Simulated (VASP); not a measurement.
# GaN (P6_3mc) in VASP: notebook, part 2 of 2

VASP 6.6.1. The steps go on from the part before.

**3. Relaxation of cell and atoms, LDA**

This run uses another cell than the first one, of 11.31 Å³/atom.

INCAR

```
SYSTEM = GaN
PREC     = Accurate       ! precision mode
ENCUT    = 600            ! plane-wave cutoff, eV
EDIFF    = 1E-6           ! SCF threshold, eV
ISMEAR   = -1             ! smearing method
SIGMA    = 0.1            ! smearing width, eV
LREAL    = .False.        ! projectors in reciprocal space
LASPH    = .True.         ! aspherical terms in the spheres
NELM     = 60             ! most SCF steps
ALGO     = Normal         ! electronic algorithm
ISIF     = 3              ! what is computed and relaxed
LWAVE    = .False.        ! write WAVECAR
LCHARG   = .False.        ! write CHGCAR
IBRION   = 2              ! ionic algorithm
NSW      = 100            ! ionic steps
EDIFFG   = -0.002         ! ionic threshold
```

KPOINTS

```
regular mesh
0
Gamma
  12 12 6
  0 0 0
```

POSCAR

```
GaN
1.0
    3.1800000000      0.0000000000      0.0000000000
   -1.5900000000      2.7539607840      0.0000000000
    0.0000000000      0.0000000000      5.1660000000
Ga N
2 2
Direct
    0.3333333333      0.6666666667      0.0000000000
    0.6666666667      0.3333333333      0.5000000000
    0.3333333333      0.6666666667      0.3750000000
    0.6666666667      0.3333333333      0.8750000000
```

Potentials or basis: VASP PAW LDA potentials, release 64 (Ga_d, N).

Started as:

```bash
$ cat potpaw_LDA.64/Ga_d/POTCAR potpaw_LDA.64/N/POTCAR > POTCAR
$ mpirun -np 1 vasp_std > vasp.out
```

OUTCAR:

```text
SYSTEM = GaN
   PREC = Accurate
   ENCUT = 600
   EDIFF = 1E-6
   ISMEAR = -1
   LREAL = .False.
   LASPH = .True.
   NELM = 60
   ISIF = 3
   IBRION = 2
   NSW = 100
   EDIFFG = -0.002

 ion  position               nearest neighbor table
   1  0.333  0.667  0.000-   3 1.94   4 1.95   4 1.95   4 1.95
   2  0.667  0.333  0.500-   4 1.94   3 1.95   3 1.95   3 1.95
   3  0.333  0.667  0.375-   1 1.94   2 1.95   2 1.95   2 1.95
   4  0.667  0.333  0.875-   2 1.94   1 1.95   1 1.95   1 1.95

  LATTYP: Found a hexagonal cell.
 ALAT       =     3.1800000000
 C/A-ratio  =     1.6245283019

  Lattice vectors:

 A1 = (   3.1800000000,   0.0000000000,   0.0000000000)
 A2 = (  -1.5900000000,   2.7539607840,   0.0000000000)
 A3 = (   0.0000000000,   0.0000000000,   5.1660000000)

Analysis of symmetry for initial positions (statically):
=====================================================================
 Subroutine PRICEL returns:
 Original cell was already a primitive cell.

 Routine SETGRP: Setting up the symmetry group for a
 hexagonal supercell.

 Subroutine GETGRP returns: Found 12 space group operations
 (whereof  6 operations were pure point group operations)
 out of a pool of 24 trial point group operations.

The static configuration has the point symmetry C_3v.
 The point group associated with its full space group is C_6v.

Analysis of symmetry for dynamics (positions and initial velocities):
=====================================================================
 Subroutine PRICEL returns:
 Original cell was already a primitive cell.

 Routine SETGRP: Setting up the symmetry group for a
 hexagonal supercell.

 Subroutine GETGRP returns: Found 12 space group operations
 (whereof  6 operations were pure point group operations)
 out of a pool of 24 trial point group operations.

The dynamic configuration has the point symmetry C_3v.
 The point group associated with its full space group is C_6v.

 Subroutine INISYM returns: Found 12 space group operations
 (whereof  6 operations are pure point group operations),
 and found     1 'primitive' translations

----------------------------------------------------------------------------------------

                                     Primitive cell

  volume of cell :      45.2417

  direct lattice vectors                    reciprocal lattice vectors
     3.180000000  0.000000000  0.000000000     0.314465409  0.181556688  0.000000000
    -1.590000000  2.753960784  0.000000000     0.000000000  0.363113377  0.000000000
     0.000000000  0.000000000  5.166000000     0.000000000  0.000000000  0.193573364

  length of vectors
     3.180000000  3.180000000  5.166000000     0.363113377  0.363113377  0.193573364

  position of ions in fractional coordinates (direct lattice)
     0.333333333  0.666666667  0.000000000
     0.666666667  0.333333333  0.500000000
     0.333333333  0.666666667  0.375000000
     0.666666667  0.333333333  0.875000000

  ion indices of the primitive-cell ions
   primitive index   ion index
                 1           1
                 2           2
                 3           3
                 4           4

[... 62 lines left out ...]
   PREC   = accura    normal or accurate (medium, high low for compatibility)
   ISTART =      0    job   : 0-new  1-cont  2-samecut
   ICHARG =      2    charge: 1-file 2-atom 10-const
   ISPIN  =      1    spin polarized calculation?
   LNONCOLLINEAR =      F non collinear calculations
   LSORBIT =      F    spin-orbit coupling
   LASPH  =      T    aspherical Exc in radial PAW
   ENCUT  =  600.0 eV  44.10 Ry    6.64 a.u.   6.35  6.35 10.32*2*pi/ulx,y,z
   NELM   =     60;   NELMIN=  2; NELMDL= -5     # of ELM steps
   EDIFF  = 0.1E-05   stopping-criterion for ELM
   LREAL  =      F    real-space projection
   EDIFFG = -.2E-02   stopping-criterion for IOM
   NSW    =    100    number of steps for IOM
   IBRION =      2    ionic relax: 0-MD 1-quasi-New 2-CG
   NFREE  =      1    steps in history (QN), initial steepest desc. (CG)
   ISIF   =      3    stress and relaxation
   ISYM   =      2    0-nonsym 1-usesym 2-fastsym
   POTIM  = 0.5000    time-step for ionic-motion
   TEBEG  =    0.0;   TEEND  =   0.0 temperature during run
   PSTRESS=    0.0 pullay stress
   NELECT =      36.0000    total number of electrons
   NUPDOWN=      -1.0000    fix difference up-down
   EMIN   =  10.00;   EMAX   =-10.00  energy-range for DOS
   EFERMI =   0.00;   METHOD = LEGACY
   ISMEAR =    -1;   SIGMA  =   0.10  broadening in eV -4-tet -1-fermi 0-gaus
   EFERMI_NEDOS =   21; number of points for ismear=-14 and -15
   IALGO  =     38    algorithm
   IMIX   =      4    mixing-type and parameters
     AMIX     =   0.40;   BMIX     =  1.00
     AMIX_MAG =   1.60;   BMIX_MAG =  1.00
  volume/ion in A,a.u.               =      11.31        76.33
  Fermi-wavevector in a.u.,A,eV,Ry     =   1.517036  2.866782 31.312427  2.301398
  Thomas-Fermi vector in A             =   2.626345
   LORBIT       =      0    0 simple, 1 ext, 2 COOP (PROOUT), +10 PAW based schemes
   GGA     = CA    functional components
   LHFCALC =     F    Hartree Fock is set to
   AEXX    =    0.0000 exact exchange contribution
   IVDW    =     0    specifies the selected vdW correction
   LEPSILON=     F    determine dielectric tensor
   LRPA    =     F    only Hartree local field effects (RPA)
 conjugate gradient relaxation of ions
 non-spin polarized calculation
  energy-cutoff  :      600.00
  volume of cell :       45.24
 maximum number of plane-waves:      1530
 NGX is ok and might be reduce to    28
   NGX = 13   NGY = 13   NGZ = 21

--------------------------------------- Ionic step        1  -------------------------------------------

 number of electron      35.9999992 magnetization

 Free energy of the ion-electron system (eV)
  ---------------------------------------------------
  ext. energy  EPLUGINS =         0.00000000
  ---------------------------------------------------
  free energy    TOTEN  =       -27.90154388 eV

  energy without entropy =      -27.90154281  energy(sigma->0) =      -27.90154335

------------------------ aborting loop because EDIFF is reached ----------------------------------------

  FORCE on cell =-STRESS in cart. coord.  units (eV):
  Direction    XX          YY          ZZ          XY          YZ          ZX
  --------------------------------------------------------------------------------------
  -------------------------------------------------------------------------------------
  Total       -1.2056902     -1.2056902     -0.5919126      0.0000000      0.0000000      0.0000000
  in kB      -42.6979531    -42.6979531    -20.9618166      0.0000000      0.0000000      0.0000000
  external PRESSURE =     -35.4525743 kB  Pullay stress =       0.0000000 kB
[... 95 lines left out ...]
  FREE ENERGIE OF THE ION-ELECTRON SYSTEM (eV)
  ---------------------------------------------------
  free  energy   TOTEN  =       -27.9123940676 eV

  energy  without entropy=      -27.9123934612  energy(sigma->0) =      -27.91239376

[... ionic steps 4 to 21 ...]

--------------------------------------- Ionic step       22  -------------------------------------------

 number of electron      35.9999987 magnetization

------------------------ aborting loop because EDIFF is reached ----------------------------------------
[... 71 lines left out ...]
--------------------------------------- Ionic step       24  -------------------------------------------

 number of electron      35.9999987 magnetization

 Free energy of the ion-electron system (eV)
  ---------------------------------------------------
  ext. energy  EPLUGINS =         0.00000000
  ---------------------------------------------------
  free energy    TOTEN  =       -27.91240485 eV

  energy without entropy =      -27.91240425  energy(sigma->0) =      -27.91240455

 E-fermi :   6.5789     XC(G=0): -12.2723

 val. band max:        5.3847612445   @ k =   0.0000   0.0000   0.0000
 cond. band min:       7.4974881380   @ k =   0.0000   0.0000   0.0000
 fundamental gap:      2.1127268935
 Fermi energy:         6.5789400003

 k-point     1 :       0.0000    0.0000    0.0000
  band No.  band energies     occupation
      1     -10.7143      2.00000
      2      -9.7502      2.00000
      3      -8.1972      2.00000
      4      -8.1801      2.00000
      5      -8.1801      2.00000
      6      -8.1140      2.00000
[... 589 lines left out ...]
     21      12.4031      0.00000
     22      13.6794      0.00000

 [... further k-points ...]

------------------------ aborting loop because EDIFF is reached ----------------------------------------

  FORCE on cell =-STRESS in cart. coord.  units (eV):
  Direction    XX          YY          ZZ          XY          YZ          ZX
  --------------------------------------------------------------------------------------
  -------------------------------------------------------------------------------------
  Total        0.0010946      0.0010946      0.0033585      0.0000000      0.0000000      0.0000000
  in kB        0.0394795      0.0394795      0.1211339      0.0000000      0.0000000      0.0000000
  external PRESSURE =       0.0666976 kB  Pullay stress =       0.0000000 kB
[... 19 lines left out ...]
  FREE ENERGIE OF THE ION-ELECTRON SYSTEM (eV)
  ---------------------------------------------------
  free  energy   TOTEN  =       -27.9124048523 eV

  energy  without entropy=      -27.9124042480  energy(sigma->0) =      -27.91240455

 reached required accuracy - stopping structural energy minimisation
```

Wall time 17 min (1 thread of Intel Xeon Platinum 8259CL at 2.50GHz (Skylake/Cascade Lake), shared host); peak memory 0.22 GiB.

What came out:

```yaml
Free_energy: -27.9124 eV
Relaxed_volume: 11.11 Å³/atom
Relaxed_cell: a = 3.157 Å, b = 3.157 Å, c = 5.146 Å, α = 90.00°, β = 90.00°, γ = 120.00°
Space_group_after_relaxing_to_0.1_Å: P6_3mc (No. 186)
Energy_gained_by_relaxing: 2.7 meV/atom
Ionic_steps: 24
Pressure_after_relaxing: 0.0 GPa
Band_gap_on_the_k_mesh: 2.11 eV
```

Step by step:
| step | energy change (eV) | largest force (eV/Å) | pressure (GPa) | volume (Å³) |
| --- | --- | --- | --- | --- |
| 1 | 0.0000 | 0.1278 | -3.55 | 45.24 |
| 2 | 0.0000 | 0.1154 | 3.88 | 43.62 |
| 3 | -0.0109 | 0.0106 | 0.01 | 44.42 |
| 4 | -0.0108 | 0.0080 | 0.30 | 44.40 |
| 5 | -0.0107 | 0.0002 | -0.49 | 44.52 |
| 6 | -0.0109 | 0.0061 | -0.02 | 44.43 |
| 7 | -0.0109 | 0.0072 | -0.05 | 44.43 |
| 8 | -0.0109 | 0.0074 | 0.25 | 44.42 |
| 9 | -0.0109 | 0.0059 | -0.23 | 44.43 |
| 10 | -0.0109 | 0.0077 | 0.00 | 44.42 |
| 11 | -0.0109 | 0.0067 | 0.00 | 44.42 |
| 12 | -0.0109 | 0.0052 | -0.09 | 44.43 |
| 13 | -0.0109 | 0.0075 | -0.06 | 44.42 |
| 14 | -0.0109 | 0.0006 | 0.11 | 44.41 |
| 15 | -0.0109 | 0.0035 | 0.03 | 44.41 |
| 16 | -0.0109 | 0.0003 | 0.06 | 44.41 |
| 17 | -0.0109 | 0.0044 | 0.03 | 44.41 |
| 18 | -0.0109 | 0.0022 | 0.04 | 44.41 |
| 19 | -0.0109 | 0.0008 | 0.04 | 44.42 |
| 20 | -0.0109 | 0.0031 | 0.02 | 44.42 |
| 21 | -0.0109 | 0.0008 | -0.05 | 44.42 |
| 22 | -0.0109 | 0.0001 | 0.02 | 44.42 |
| 23 | -0.0109 | 0.0002 | 0.03 | 44.42 |
| 24 | -0.0109 | 0.0007 | 0.01 | 44.42 |

Final structure:
```xyz
4
Lattice="3.1570 0.0000 0.0000 -1.5785 2.7340 0.0000 0.0000 0.0000 5.1465" Properties=species:S:1:pos:R:3 pbc="T T T"
Ga    0.0000    1.8227    5.1428
Ga    1.5785    0.9113    2.5696
N     0.0000    1.8227    1.9336
N     1.5785    0.9113    4.5069
```

Levels at points of the mesh, in eV from the valence-band top:
```csv
k point,band 14,band 15,band 16,band 17,band 18,band 19,band 20,band 21,band 22
"(0.00, 0.00, 0.00)",-1.08,-1.08,-0.05,0.00,0.00,2.11,4.35,9.19,9.87
"(0.50, 0.00, 0.00)",-5.44,-4.38,-2.87,-2.33,-1.04,4.99,5.64,5.98,8.68
"(0.00, 0.00, 0.50)",-3.91,-0.55,-0.55,-0.55,-0.55,4.37,4.37,8.44,8.44
"(0.50, 0.00, 0.50)",-6.83,-2.03,-2.03,-1.98,-1.98,4.37,4.37,7.78,7.78
```

LDA usually gives volumes a few per cent too small. Zero-point motion and thermal expansion aren't in these numbers.
